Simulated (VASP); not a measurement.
Input of a VASP 6.6.1 run:

INCAR

```
SYSTEM = KCl
PREC = Accurate
ENCUT = 500
EDIFF = 1E-6
ISMEAR = -1
SIGMA = 0.02
LREAL = .FALSE.
LASPH = .TRUE.
NELM = 120
ALGO = Normal
ISIF = 2
LWAVE = .FALSE.
LCHARG = .FALSE.
GGA = PS
NBANDS = 15
GGA_COMPAT = .FALSE.
```

The input KPOINTS:

```
regular mesh
0
G
  7 7 7
  0 0 0
```

File POSCAR:

```
KCl
1.0
    3.6340000000     -0.0545100000     -0.0545100000
   -0.0545100000      3.6340000000     -0.0545100000
   -0.0545100000     -0.0545100000      3.6340000000
K Cl
1 1
Direct
    0.0000000000      0.0000000000      0.0000000000
    0.5000000000      0.5000000000      0.5000000000
```

Potentials or basis: VASP PAW PBE potentials, release 64 (K_sv, Cl).

The run is started by

```sh
$ cat potpaw_PBE.64/K_sv/POTCAR potpaw_PBE.64/Cl/POTCAR > POTCAR
$ mpirun -np 1 vasp_std > vasp.out
```

Task: Predict the band gap on the k mesh.

Result: 5.39 eV (least direct gap 5.59 eV).

Task: What does it give for the pressure?

Result: 2.5 GPa.

Stress tensor (GPa, compression positive):
```
2.50 0.52 0.52
0.52 2.50 0.52
0.52 0.52 2.50
```

Caveat: the cell differs from its parent crystal (equal xy, yz and zx shear strains of -3 %); the PAW data sets were made with another functional, which shifts forces and pressure a little. A k mesh can miss the band edges.
